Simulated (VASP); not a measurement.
# W (Im-3m) in VASP: density of states with PBE

Aim: the density of states of W with PBE.

Program: VASP 6.6.1. These are calculated values, not measurements. Logs are shortened: lines on timing, memory, paths and dates and some standing lists are left out, and cuts for length are marked.

## 1. The cell of the first run

The structure is cubic, space group Im-3m (No. 229). Conventional cell: a = 3.177 Å, b = 3.177 Å, c = 3.177 Å, α = 90.00°, β = 90.00°, γ = 90.00°. W (site symmetry m-3m) has 14 W at 2.75 to 3.18 Å within 3.6 Å.

## 2. Density of states, PBE

Contents of POSCAR:

```
W
1.0
    0.0000000000      0.0000000000      3.1772348000
    3.1772348000      0.0000000000      0.0000000000
    0.0000000000      3.1772348000      0.0000000000
W
2
Direct
    0.0000000000      0.0000000000      0.0000000000
    0.5000000000      0.5000000000      0.5000000000
```

Contents of INCAR.step1:

```
SYSTEM = W
PREC     = Accurate       ! precision mode
ENCUT    = 520            ! plane-wave cutoff, eV
EDIFF    = 1E-7           ! SCF threshold, eV
ISMEAR   = -1             ! smearing method
SIGMA    = 0.1            ! smearing width, eV
LREAL    = .FALSE.        ! projectors in reciprocal space
LASPH    = .TRUE.         ! aspherical terms in the spheres
NELM     = 80             ! most SCF steps
ALGO     = Normal         ! electronic algorithm
ISIF     = 2              ! what is computed and relaxed
LWAVE    = .FALSE.        ! write WAVECAR
LCHARG   = .TRUE.         ! write CHGCAR
LMAXMIX  = 4              ! l up to which the mixer works
GGA      = PE             ! functional
NBANDS   = 21             ! bands
```

Contents of KPOINTS.step1:

```
regular mesh
0
G
  11 11 11
  0 0 0
```

Contents of INCAR.step2:

```
SYSTEM = W
PREC     = Accurate       ! precision mode
ENCUT    = 520            ! plane-wave cutoff, eV
EDIFF    = 1E-7           ! SCF threshold, eV
ISMEAR   = -5             ! smearing method
SIGMA    = 0.1            ! smearing width, eV
LREAL    = .FALSE.        ! projectors in reciprocal space
LASPH    = .TRUE.         ! aspherical terms in the spheres
NELM     = 80             ! most SCF steps
ALGO     = Normal         ! electronic algorithm
ISIF     = 2              ! what is computed and relaxed
LWAVE    = .FALSE.        ! write WAVECAR
LCHARG   = .FALSE.        ! write CHGCAR
LMAXMIX  = 4              ! l up to which the mixer works
GGA      = PE             ! functional
LORBIT   = 10             ! projections on sites
NEDOS    = 2001           ! points of the DOS
ICHARG   = 11             ! starting density
```

Contents of KPOINTS.step2:

```
regular mesh
0
G
  17 17 17
  0 0 0
```

Potentials or basis: VASP PAW PBE potentials, release 64 (W_sv).

The run is started by

```sh
cat potpaw_PBE.64/W_sv/POTCAR > POTCAR
cp INCAR.step1 INCAR
cp KPOINTS.step1 KPOINTS
mpirun -np 1 vasp_std > vasp.out
cp INCAR.step2 INCAR
cp KPOINTS.step2 KPOINTS
mpirun -np 1 vasp_std > vasp.out
```

OUTCAR:

```text
SYSTEM = W
   PREC = Accurate
   ENCUT = 520
   EDIFF = 1E-7
   ISMEAR = -5
   LREAL = .FALSE.
   LASPH = .TRUE.
   NELM = 80
   ISIF = 2
   GGA = PE
   LORBIT = 10
   ICHARG = 11

 ion  position               nearest neighbor table
   1  0.000  0.000  0.000-   2 2.75   2 2.75   2 2.75   2 2.75   2 2.75   2 2.75   2 2.75   2 2.75

   2  0.500  0.500  0.500-   1 2.75   1 2.75   1 2.75   1 2.75   1 2.75   1 2.75   1 2.75   1 2.75

  LATTYP: Found a simple cubic cell.
 ALAT       =     3.1772348000

  Lattice vectors:

 A1 = (   0.0000000000,   0.0000000000,   3.1772348000)
 A2 = (   3.1772348000,   0.0000000000,   0.0000000000)
 A3 = (   0.0000000000,   3.1772348000,   0.0000000000)

Analysis of symmetry for initial positions (statically):
=====================================================================
 Subroutine PRICEL returns following result:

  LATTYP: Found a body centered cubic cell.
 ALAT       =     3.1772348000

  Lattice vectors:

 A1 = (   1.5886174000,  -1.5886174000,   1.5886174000)
 A2 = (   1.5886174000,   1.5886174000,  -1.5886174000)
 A3 = (  -1.5886174000,   1.5886174000,   1.5886174000)

   2 primitive cells build up your supercell.

 Routine SETGRP: Setting up the symmetry group for a
 simple cubic supercell.

 Subroutine GETGRP returns: Found 48 space group operations
 (whereof 48 operations were pure point group operations)
 out of a pool of 48 trial point group operations.

The static configuration has the point symmetry O_h .

Analysis of symmetry for dynamics (positions and initial velocities):
=====================================================================
 Subroutine PRICEL returns following result:

  LATTYP: Found a body centered cubic cell.
 ALAT       =     3.1772348000

  Lattice vectors:

 A1 = (   1.5886174000,  -1.5886174000,   1.5886174000)
 A2 = (   1.5886174000,   1.5886174000,  -1.5886174000)
 A3 = (  -1.5886174000,   1.5886174000,   1.5886174000)

   2 primitive cells build up your supercell.

 Routine SETGRP: Setting up the symmetry group for a
 simple cubic supercell.

 Subroutine GETGRP returns: Found 48 space group operations
 (whereof 48 operations were pure point group operations)
 out of a pool of 48 trial point group operations.

The dynamic configuration has the point symmetry O_h .

 Subroutine INISYM returns: Found 48 space group operations
 (whereof 48 operations are pure point group operations),
 and found     2 'primitive' translations

----------------------------------------------------------------------------------------

                                     Primitive cell

  volume of cell :      16.0368

  direct lattice vectors                    reciprocal lattice vectors
     1.588617400 -1.588617400  1.588617400     0.314739093  0.000000000  0.314739093
     1.588617400  1.588617400 -1.588617400     0.314739093  0.314739093 -0.000000000
    -1.588617400  1.588617400  1.588617400     0.000000000  0.314739093  0.314739093

  length of vectors
     2.751566051  2.751566051  2.751566051     0.445108294  0.445108294  0.445108294

  position of ions in fractional coordinates (direct lattice)
     0.000000000  0.000000000  0.000000000

  ion indices of the primitive-cell ions
   primitive index   ion index
                 1           1

----------------------------------------------------------------------------------------

 KPOINTS: regular mesh

Automatic generation of k-mesh.
 Grid dimensions read from file:
 generate k-points for:   17   17   17

 Generating k-lattice:

  Cartesian coordinates                     Fractional coordinates (reciprocal lattice)
     0.000000000  0.000000000  0.018514064     0.058823529  0.000000000  0.000000000
     0.018514064  0.000000000  0.000000000     0.000000000  0.058823529  0.000000000
     0.000000000  0.018514064  0.000000000     0.000000000  0.000000000  0.058823529

  Length of vectors
     0.018514064  0.018514064  0.018514064

  Shift w.r.t. Gamma in fractional coordinates (k-lattice)
     0.000000000  0.000000000  0.000000000

 TETIRR: Found   2433 inequivalent tetrahedra from    29478

 Subroutine IBZKPT returns following result:
 ===========================================

 Found    165 irreducible k-points:

 Following reciprocal coordinates:
            Coordinates               Weight
  0.000000  0.000000  0.000000      1.000000
  0.058824  0.000000  0.000000      6.000000
  0.117647  0.000000  0.000000      6.000000
  0.176471  0.000000  0.000000      6.000000
  0.235294  0.000000  0.000000      6.000000
  0.294118  0.000000  0.000000      6.000000
[... 16 lines left out ...]
  0.411765  0.117647  0.000000     24.000000
  0.470588  0.117647  0.000000     24.000000
 [... further k-points ...]
   k-points           NKPTS =    165   k-points in BZ     NKDIM =    165   number of bands    NBANDS=     18
   number of dos      NEDOS =   2001   number of ions     NIONS =      2
   total plane-waves  NPLWV =  13824
   dimension x,y,z NGX =    24 NGY =   24 NGZ =   24
   dimension x,y,z NGXF=    48 NGYF=   48 NGZF=   48
   ions per type =               2
   NGX,Y,Z   is equivalent  to a cutoff of  12.56, 12.56, 12.56 a.u.
   NGXF,Y,Z  is equivalent  to a cutoff of  25.12, 25.12, 25.12 a.u.
 SYSTEM =  W
   PREC   = accura    normal or accurate (medium, high low for compatibility)
   ISTART =      0    job   : 0-new  1-cont  2-samecut
   ICHARG =     11    charge: 1-file 2-atom 10-const
   ISPIN  =      1    spin polarized calculation?
   LNONCOLLINEAR =      F non collinear calculations
   LSORBIT =      F    spin-orbit coupling
   LASPH  =      T    aspherical Exc in radial PAW
   ENCUT  =  520.0 eV  38.22 Ry    6.18 a.u.   5.91  5.91  5.91*2*pi/ulx,y,z
   NELM   =     80;   NELMIN=  2; NELMDL=  0     # of ELM steps
   EDIFF  = 0.1E-06   stopping-criterion for ELM
   LREAL  =      F    real-space projection
   EDIFFG = 0.1E-05   stopping-criterion for IOM
   NSW    =      0    number of steps for IOM
   IBRION =     -1    ionic relax: 0-MD 1-quasi-New 2-CG
   NFREE  =      0    steps in history (QN), initial steepest desc. (CG)
   ISIF   =      2    stress and relaxation
   ISYM   =      2    0-nonsym 1-usesym 2-fastsym
   POTIM  = 0.5000    time-step for ionic-motion
   TEBEG  =    0.0;   TEEND  =   0.0 temperature during run
   PSTRESS=    0.0 pullay stress
   NELECT =      28.0000    total number of electrons
   NUPDOWN=      -1.0000    fix difference up-down
   EMIN   =  10.00;   EMAX   =-10.00  energy-range for DOS
   EFERMI =   0.00;   METHOD = LEGACY
   ISMEAR =    -5;   SIGMA  =   0.10  broadening in eV -4-tet -1-fermi 0-gaus
   EFERMI_NEDOS =   21; number of points for ismear=-14 and -15
   IALGO  =     38    algorithm
   IMIX   =      4    mixing-type and parameters
     AMIX     =   0.40;   BMIX     =  1.00
     AMIX_MAG =   1.60;   BMIX_MAG =  1.00
  volume/ion in A,a.u.               =      16.04       108.22
  Fermi-wavevector in a.u.,A,eV,Ry     =   1.564630  2.956721 33.307955  2.448066
  Thomas-Fermi vector in A             =   2.667225
   LORBIT       =     10    0 simple, 1 ext, 2 COOP (PROOUT), +10 PAW based schemes
   GGA     = PE    functional components
   LHFCALC =     F    Hartree Fock is set to
   AEXX    =    0.0000 exact exchange contribution
   IVDW    =     0    specifies the selected vdW correction
   LEPSILON=     F    determine dielectric tensor
   LRPA    =     F    only Hartree local field effects (RPA)
 non-spin polarized calculation
 Fermi weights with tetrahedron method with Bloechl corrections
  energy-cutoff  :      520.00
  volume of cell :       32.07
 maximum number of plane-waves:       882
 NGX is ok and might be reduce to    24

 number of electron      27.9999995 magnetization

 Free energy of the ion-electron system (eV)
  ---------------------------------------------------
  ext. energy  EPLUGINS =         0.00000000
  ---------------------------------------------------
  free energy    TOTEN  =       -25.90719040 eV

  energy without entropy =      -25.90719040  energy(sigma->0) =      -25.90719040

 E-fermi :  11.2850     XC(G=0): -13.5742

 val. band max:       11.4042728321   @ k =   0.4118   0.0000   0.0000
 cond. band min:      11.2243457620   @ k =   0.3529   0.0588   0.0588
 fundamental gap:     -0.1799270701
 Fermi energy:        11.2849630988

 k-point     1 :       0.0000    0.0000    0.0000
  band No.  band energies     occupation
      1     -62.9161      2.00000
      2     -62.6936      2.00000
      3     -27.3651      2.00000
      4     -27.3651      2.00000
      5     -27.3651      2.00000
      6     -26.4956      2.00000
[... 10 lines left out ...]
     17      16.3630      0.00000
     18      16.3630      0.00000

 k-point     2 :       0.0588    0.0000    0.0000
  band No.  band energies     occupation
      1     -62.9140      2.00000
      2     -62.6953      2.00000
      3     -27.3653      2.00000
      4     -27.3575      2.00000
      5     -27.3575      2.00000
      6     -26.5114      2.00000
[... 10 lines left out ...]
     17      15.9544      0.00000
     18      15.9551      0.00000

 k-point     3 :       0.1176    0.0000    0.0000
  band No.  band energies     occupation
      1     -62.9077      2.00000
      2     -62.7002      2.00000
      3     -27.3652      2.00000
      4     -27.3350      2.00000
      5     -27.3350      2.00000
      6     -26.5571      2.00000
[... 412 lines left out ...]
 k-point    23 :       0.4118    0.1176    0.0000
  band No.  band energies     occupation
      1     -62.8251      2.00000
      2     -62.7682      2.00000
      3     -27.3875      2.00000
      4     -27.1745      2.00000
      5     -27.0324      2.00000
      6     -26.9219      2.00000
[... 10 lines left out ...]
     17      12.7931      0.00000
     18      14.4947      0.00000

 k-point    24 :       0.4706    0.1176    0.0000
  band No.  band energies     occupation
      1     -62.8057      2.00000
      2     -62.7865      2.00000
      3     -27.3337      2.00000
      4     -27.2621      2.00000
      5     -26.9581      2.00000
      6     -26.8831      2.00000
[... 10 lines left out ...]
     17      13.3361      0.00000
     18      13.9078      0.00000

 [... further k-points ...]

------------------------ aborting loop because EDIFF is reached ----------------------------------------

  FORCE on cell =-STRESS in cart. coord.  units (eV):
  Direction    XX          YY          ZZ          XY          YZ          ZX
  --------------------------------------------------------------------------------------
  -------------------------------------------------------------------------------------
  Total        0.4169079      0.4169079      0.4169079      0.0000000      0.0000000     -0.0000000
  in kB       20.8258508     20.8258508     20.8258508      0.0000000      0.0000000     -0.0000000
  external PRESSURE =      20.8258508 kB  Pullay stress =       0.0000000 kB

 VOLUME and BASIS-vectors are now :
 -----------------------------------------------------------------------------
  energy-cutoff  :      520.00
  volume of cell :       32.07
      direct lattice vectors                 reciprocal lattice vectors
     0.000000000  0.000000000  3.177234800     0.000000000  0.000000000  0.314739093
     3.177234800  0.000000000  0.000000000     0.314739093  0.000000000  0.000000000
     0.000000000  3.177234800  0.000000000     0.000000000  0.314739093  0.000000000

 POSITION                                       TOTAL-FORCE (eV/Angst)
 -----------------------------------------------------------------------------------
      0.00000      0.00000      0.00000         0.000000      0.000000      0.000000
      1.58862      1.58862      1.58862        -0.000000     -0.000000     -0.000000
 -----------------------------------------------------------------------------------
    total drift:                                0.000000     -0.000000      0.000000

  FREE ENERGIE OF THE ION-ELECTRON SYSTEM (eV)
  ---------------------------------------------------
  free  energy   TOTEN  =       -25.9071904043 eV

  energy  without entropy=      -25.9071904043  energy(sigma->0) =      -25.90719040

 total charge

# of ion       s       p       d       tot
------------------------------------------
    1        2.399   6.339   3.331  12.069
    2        2.399   6.339   3.331  12.069
--------------------------------------------------
tot          4.798  12.677   6.662  24.137
```

Wall time 32 s (1 thread of Intel Xeon 6975P-C (Granite Rapids), shared host); peak memory 0.19 GiB.

Results:

```
Valence electrons inside the program's atomic spheres : W 12.07
```

Levels at points of the mesh, in eV from the Fermi level:
| k point | band 10 | band 11 | band 12 | band 13 | band 14 | band 15 | band 16 | band 17 | band 18 |
| --- | --- | --- | --- | --- | --- | --- | --- | --- | --- |
| (0.00, 0.00, 0.00) | -5.75 | -5.75 | -1.22 | -1.22 | -1.22 | 2.23 | 2.23 | 5.08 | 5.08 |

Caveat: spin-orbit coupling is left out, which moves the levels of the heavy elements; tetrahedron occupations give inexact forces and stress in metals.
